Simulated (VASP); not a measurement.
# Y (P6_3/mmc) in VASP: notebook, part 2 of 4

VASP 6.6.1. The steps go on from the part before.

### Step 3. Single point, LDA (27.57 Å³/atom)

This run uses another cell than the first one, of 27.57 Å³/atom.

The input, INCAR:

```
SYSTEM = Y
ALGO = Normal
EDIFF = 1E-6
ENCUT = 520
ISIF = 2
ISMEAR = -1
LASPH = .True.
LCHARG = .False.
LREAL = .False.
LWAVE = .False.
NBANDS = 18
NELM = 60
PREC = Accurate
SIGMA = 0.1
```

The input, KPOINTS:

```
k-points
0
Gamma
  17 17 10
  0 0 0
```

The input, POSCAR:

```
Y
1.0
    3.4422544958      0.0000000000      0.0000000000
   -1.7211272479      2.9810798396      0.0000000000
    0.0000000000      0.0000000000      5.3733898490
Y
2
Direct
    0.3333333333      0.6666666667      0.2500000000
    0.6666666667      0.3333333333      0.7500000000
```

Potentials or basis: VASP PAW LDA potentials, release 64 (Y_sv).

Run with:

```
cat potpaw_LDA.64/Y_sv/POTCAR > POTCAR
mpirun -np 1 vasp_std > vasp.out
```

OUTCAR:

```text
SYSTEM = Y
   EDIFF = 1E-6
   ENCUT = 520
   ISIF = 2
   ISMEAR = -1
   LASPH = .True.
   LREAL = .False.
   NELM = 60
   PREC = Accurate

 ion  position               nearest neighbor table
   1  0.333  0.667  0.250-   2 3.34   2 3.34   2 3.34   2 3.34   2 3.34   2 3.34
   2  0.667  0.333  0.750-   1 3.34   1 3.34   1 3.34   1 3.34   1 3.34   1 3.34

  LATTYP: Found a hexagonal cell.
 ALAT       =     3.4422544958
 C/A-ratio  =     1.5610088840

  Lattice vectors:

 A1 = (   3.4422544958,   0.0000000000,   0.0000000000)
 A2 = (  -1.7211272479,   2.9810798396,   0.0000000000)
 A3 = (   0.0000000000,   0.0000000000,   5.3733898490)

Analysis of symmetry for initial positions (statically):
=====================================================================
 Subroutine PRICEL returns:
 Original cell was already a primitive cell.

 Routine SETGRP: Setting up the symmetry group for a
 hexagonal supercell.

 Subroutine GETGRP returns: Found 24 space group operations
 (whereof 12 operations were pure point group operations)
 out of a pool of 24 trial point group operations.

The static configuration has the point symmetry D_3d.
 The point group associated with its full space group is D_6h.

Analysis of symmetry for dynamics (positions and initial velocities):
=====================================================================
 Subroutine PRICEL returns:
 Original cell was already a primitive cell.

 Routine SETGRP: Setting up the symmetry group for a
 hexagonal supercell.

 Subroutine GETGRP returns: Found 24 space group operations
 (whereof 12 operations were pure point group operations)
 out of a pool of 24 trial point group operations.

The dynamic configuration has the point symmetry D_3d.
 The point group associated with its full space group is D_6h.

 Subroutine INISYM returns: Found 24 space group operations
 (whereof 12 operations are pure point group operations),
 and found     1 'primitive' translations

----------------------------------------------------------------------------------------

                                     Primitive cell

  volume of cell :      55.1398

  direct lattice vectors                    reciprocal lattice vectors
     3.442254496  0.000000000  0.000000000     0.290507283  0.167724458  0.000000000
    -1.721127248  2.981079840  0.000000000     0.000000000  0.335448916  0.000000000
     0.000000000  0.000000000  5.373389849     0.000000000  0.000000000  0.186102261

  length of vectors
     3.442254496  3.442254496  5.373389849     0.335448916  0.335448916  0.186102261

  position of ions in fractional coordinates (direct lattice)
     0.333333333  0.666666667  0.250000000
     0.666666667  0.333333333  0.750000000

  ion indices of the primitive-cell ions
   primitive index   ion index
                 1           1
                 2           2

----------------------------------------------------------------------------------------

 KPOINTS: k-points

Automatic generation of k-mesh.
 Grid dimensions read from file:
 generate k-points for:   17   17   10

 Generating k-lattice:

  Cartesian coordinates                     Fractional coordinates (reciprocal lattice)
     0.017088664  0.009866145  0.000000000     0.058823529  0.000000000  0.000000000
     0.000000000  0.019732289  0.000000000     0.000000000  0.058823529  0.000000000
     0.000000000  0.000000000  0.018610226     0.000000000  0.000000000  0.100000000

  Length of vectors
     0.019732289  0.019732289  0.018610226

  Shift w.r.t. Gamma in fractional coordinates (k-lattice)
     0.000000000  0.000000000  0.000000000

 Subroutine IBZKPT returns following result:
 ===========================================

 Found    198 irreducible k-points:

 Following reciprocal coordinates:
            Coordinates               Weight
  0.000000  0.000000  0.000000      1.000000
  0.058824  0.000000  0.000000      6.000000
  0.117647 -0.000000  0.000000      6.000000
  0.176471 -0.000000  0.000000      6.000000
  0.235294 -0.000000  0.000000      6.000000
  0.294118  0.000000  0.000000      6.000000
[... 16 lines left out ...]
  0.411765  0.117647  0.000000     12.000000
  0.176471  0.176471  0.000000      6.000000
 [... further k-points ...]
   k-points           NKPTS =    198   k-points in BZ     NKDIM =    198   number of bands    NBANDS=     18
   number of dos      NEDOS =    301   number of ions     NIONS =      2
   total plane-waves  NPLWV =  31360
   dimension x,y,z NGX =    28 NGY =   28 NGZ =   40
   dimension x,y,z NGXF=    56 NGYF=   56 NGZF=   80
   ions per type =               2
   NGX,Y,Z   is equivalent  to a cutoff of  13.52, 13.52, 12.38 a.u.
   NGXF,Y,Z  is equivalent  to a cutoff of  27.05, 27.05, 24.75 a.u.
 SYSTEM =  Y
   PREC   = accura    normal or accurate (medium, high low for compatibility)
   ISTART =      0    job   : 0-new  1-cont  2-samecut
   ICHARG =      2    charge: 1-file 2-atom 10-const
   ISPIN  =      1    spin polarized calculation?
   LNONCOLLINEAR =      F non collinear calculations
   LSORBIT =      F    spin-orbit coupling
   LASPH  =      T    aspherical Exc in radial PAW
   ENCUT  =  520.0 eV  38.22 Ry    6.18 a.u.   6.40  6.40  9.99*2*pi/ulx,y,z
   NELM   =     60;   NELMIN=  2; NELMDL= -5     # of ELM steps
   EDIFF  = 0.1E-05   stopping-criterion for ELM
   LREAL  =      F    real-space projection
   EDIFFG = 0.1E-04   stopping-criterion for IOM
   NSW    =      0    number of steps for IOM
   IBRION =     -1    ionic relax: 0-MD 1-quasi-New 2-CG
   NFREE  =      0    steps in history (QN), initial steepest desc. (CG)
   ISIF   =      2    stress and relaxation
   ISYM   =      2    0-nonsym 1-usesym 2-fastsym
   POTIM  = 0.5000    time-step for ionic-motion
   TEBEG  =    0.0;   TEEND  =   0.0 temperature during run
   PSTRESS=    0.0 pullay stress
   NELECT =      22.0000    total number of electrons
   NUPDOWN=      -1.0000    fix difference up-down
   EMIN   =  10.00;   EMAX   =-10.00  energy-range for DOS
   EFERMI =   0.00;   METHOD = LEGACY
   ISMEAR =    -1;   SIGMA  =   0.10  broadening in eV -4-tet -1-fermi 0-gaus
   EFERMI_NEDOS =   21; number of points for ismear=-14 and -15
   IALGO  =     38    algorithm
   IMIX   =      4    mixing-type and parameters
     AMIX     =   0.40;   BMIX     =  1.00
     AMIX_MAG =   1.60;   BMIX_MAG =  1.00
  volume/ion in A,a.u.               =      27.57       186.05
  Fermi-wavevector in a.u.,A,eV,Ry     =   1.205205  2.277506 19.762706  1.452518
  Thomas-Fermi vector in A             =   2.340908
   LORBIT       =      0    0 simple, 1 ext, 2 COOP (PROOUT), +10 PAW based schemes
   GGA     = CA    functional components
   LHFCALC =     F    Hartree Fock is set to
   AEXX    =    0.0000 exact exchange contribution
   IVDW    =     0    specifies the selected vdW correction
   LEPSILON=     F    determine dielectric tensor
   LRPA    =     F    only Hartree local field effects (RPA)
 non-spin polarized calculation
  energy-cutoff  :      520.00
  volume of cell :       55.14
 maximum number of plane-waves:      1507
 NGX is ok and might be reduce to    28
   NGX = 13   NGY = 13   NGZ = 19

 number of electron      22.0000001 magnetization

 Free energy of the ion-electron system (eV)
  ---------------------------------------------------
  ext. energy  EPLUGINS =         0.00000000
  ---------------------------------------------------
  free energy    TOTEN  =       -13.89554288 eV

  energy without entropy =      -13.78893401  energy(sigma->0) =      -13.84223844

 E-fermi :   3.7404     XC(G=0): -10.3458

 val. band max:        3.7252150543   @ k =   0.4706  -0.0000   0.5000
 cond. band min:       3.7403694370   @ k =   0.1765   0.1176   0.0000
 fundamental gap:      0.0151543827
 Fermi energy:         3.7403644932

 k-point     1 :       0.0000    0.0000    0.0000
  band No.  band energies     occupation
      1     -38.3394      2.00000
      2     -38.1789      2.00000
      3     -19.0133      2.00000
      4     -18.1570      2.00000
      5     -18.1570      2.00000
      6     -17.9994      2.00000
[... 10 lines left out ...]
     17       6.8055      0.00000
     18       6.8055      0.00000
[... 463 lines left out ...]
 k-point    24 :       0.1765    0.1765    0.0000
  band No.  band energies     occupation
      1     -38.2591      2.00000
      2     -38.1577      2.00000
      3     -18.7567      2.00000
      4     -18.5236      2.00000
      5     -18.5228      2.00000
      6     -18.2715      2.00000
[... 10 lines left out ...]
     17       7.8323      0.00000
     18       8.6568      0.00000

 [... further k-points ...]

------------------------ aborting loop because EDIFF is reached ----------------------------------------

  FORCE on cell =-STRESS in cart. coord.  units (eV):
  Direction    XX          YY          ZZ          XY          YZ          ZX
  --------------------------------------------------------------------------------------
  -------------------------------------------------------------------------------------
  Total        1.3465668      1.3465668      1.5176841      0.0000000      0.0000000      0.0000000
  in kB       39.1267292     39.1267291     44.0988269      0.0000000      0.0000000      0.0000000
  external PRESSURE =      40.7840951 kB  Pullay stress =       0.0000000 kB

 VOLUME and BASIS-vectors are now :
 -----------------------------------------------------------------------------
  energy-cutoff  :      520.00
  volume of cell :       55.14
      direct lattice vectors                 reciprocal lattice vectors
     3.442254496  0.000000000  0.000000000     0.290507283  0.167724458  0.000000000
    -1.721127248  2.981079840  0.000000000     0.000000000  0.335448916  0.000000000
     0.000000000  0.000000000  5.373389849     0.000000000  0.000000000  0.186102261

 POSITION                                       TOTAL-FORCE (eV/Angst)
 -----------------------------------------------------------------------------------
     -0.00000      1.98739      1.34335        -0.000000      0.000000      0.000000
      1.72113      0.99369      4.03004         0.000000     -0.000000      0.000000
 -----------------------------------------------------------------------------------
    total drift:                               -0.000000      0.000000     -0.000000

  FREE ENERGIE OF THE ION-ELECTRON SYSTEM (eV)
  ---------------------------------------------------
  free  energy   TOTEN  =       -13.8955428780 eV

  energy  without entropy=      -13.7889340084  energy(sigma->0) =      -13.84223844
```

stdout:

```text
POSCAR found type information on POSCAR Y
 POSCAR found :  1 types and       2 ions
 scaLAPACK will be used
 LDA part: xc-table for (Slater(with rela. corr.)+CA(PZ))
 , standard interpolation
 POSCAR, INCAR and KPOINTS ok, starting setup
 FFT: planning ... GRIDC
 FFT: planning ... GRID_SOFT
 FFT: planning ... GRID
 WAVECAR not read
 entering main loop
```

Run time: 69 s. Hardware: 1 thread of Intel Xeon 6975P-C (Granite Rapids), shared host; peak memory 0.3 GiB.

What came out:

```
Free energy            : -13.8955 eV
Pressure               : 4.1 GPa
Band gap on the k mesh : zero (bands 11 and 12 overlap by 2.10 eV)
```

Caveat: the cell stands under pressure.

[end of part 2 of 4]
